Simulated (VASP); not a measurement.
Write the native input for VASP 6.6.1 that does the following.

```yaml
Task: single point
Functional: r2SCAN
Potentials_or_basis: VASP PAW PBE potentials, release 64 (B, As)
Cutoff: 520 eV
k_mesh: 6 × 6 × 6
Occupations: gaussian, width 0.02 eV
Spin: no spin polarisation
Dipole_correction: no
Further_INCAR_settings: ALGO = Normal; EDIFF = 1e-07; NBANDS = 36
```

The system is B6As.

```
B As
1.0
     3.09366    1.78612    4.01179
    -3.09366    1.78612    4.01179
     0.00000   -3.57225    4.01179
B As
12 2
Direct
  0.01443 0.01443 0.32470
  0.01443 0.32470 0.01443
  0.82203 0.27228 0.82203
  0.82203 0.82203 0.27228
  0.27228 0.82203 0.82203
  0.72772 0.17797 0.17797
  0.17797 0.72772 0.17797
  0.17797 0.17797 0.72772
  0.98557 0.67530 0.98557
  0.98557 0.98557 0.67530
  0.67530 0.98557 0.98557
  0.32470 0.01443 0.01443
  0.60020 0.60020 0.60020
  0.39980 0.39980 0.39980
```

This cell differs from its parent crystal: volume scaled by 1.03, then relaxed in part.

These files were run (other wordings do the same):

POSCAR

```
B6As
1.0
    3.0936558394      1.7861230317      4.0117924396
   -3.0936558394      1.7861230317      4.0117924396
    0.0000000000     -3.5722460633      4.0117924396
B As
12 2
Direct
    0.0144285325      0.0144285325      0.3247022418
    0.0144285325      0.3247022418      0.0144285325
    0.8220348108      0.2722806124      0.8220348108
    0.8220348108      0.8220348108      0.2722806124
    0.2722806124      0.8220348108      0.8220348108
    0.7277193876      0.1779651892      0.1779651892
    0.1779651892      0.7277193876      0.1779651892
    0.1779651892      0.1779651892      0.7277193876
    0.9855714675      0.6752977582      0.9855714675
    0.9855714675      0.9855714675      0.6752977582
    0.6752977582      0.9855714675      0.9855714675
    0.3247022418      0.0144285325      0.0144285325
    0.6001964396      0.6001964396      0.6001964396
    0.3998035604      0.3998035604      0.3998035604
```

INCAR.step1

```
SYSTEM = B6As
PREC = Accurate ; ENCUT = 520
ISMEAR = 0 ; SIGMA = 0.02
LREAL = .FALSE. ; LASPH = .TRUE.
NELM = 100 ; NBANDS = 36
GGA = PE ; ALGO = Normal
EDIFF = 1E-4 ; LWAVE = .TRUE.
LCHARG = .FALSE.
```

INCAR.step2

```
SYSTEM = B6As
PREC = Accurate ; ENCUT = 520
EDIFF = 1E-7 ; ISMEAR = 0
SIGMA = 0.02 ; LREAL = .FALSE.
LASPH = .TRUE. ; NELM = 100
ALGO = Normal ; ISIF = 2
LWAVE = .FALSE. ; LCHARG = .FALSE.
METAGGA = R2SCAN ; LMIXTAU = .TRUE.
NBANDS = 36 ; ISTART = 1
```

KPOINTS

```
Automatic mesh
0
G
  6 6 6
  0 0 0
```

Potentials or basis: VASP PAW PBE potentials, release 64 (B, As).

The run is started by

```console
$ cat potpaw_PBE.64/B/POTCAR potpaw_PBE.64/As/POTCAR > POTCAR
$ cp INCAR.step1 INCAR
$ mpirun -np 1 vasp_std > vasp.out
$ cp INCAR.step2 INCAR
$ mpirun -np 1 vasp_std > vasp.out
```

It gave:

```yaml
Pressure: -5.1 GPa
Largest_force: 0.014 eV/Å
Band_gap_on_the_k_mesh: 2.77 eV, direct
```

Caveat: the PAW data sets were made with another functional, which shifts forces and pressure a little.

Wall time 6.3 min on 1 thread of Intel(R) Xeon(R) 6975P-C (Granite Rapids), with other jobs on the host, peak memory 0.32 GiB.
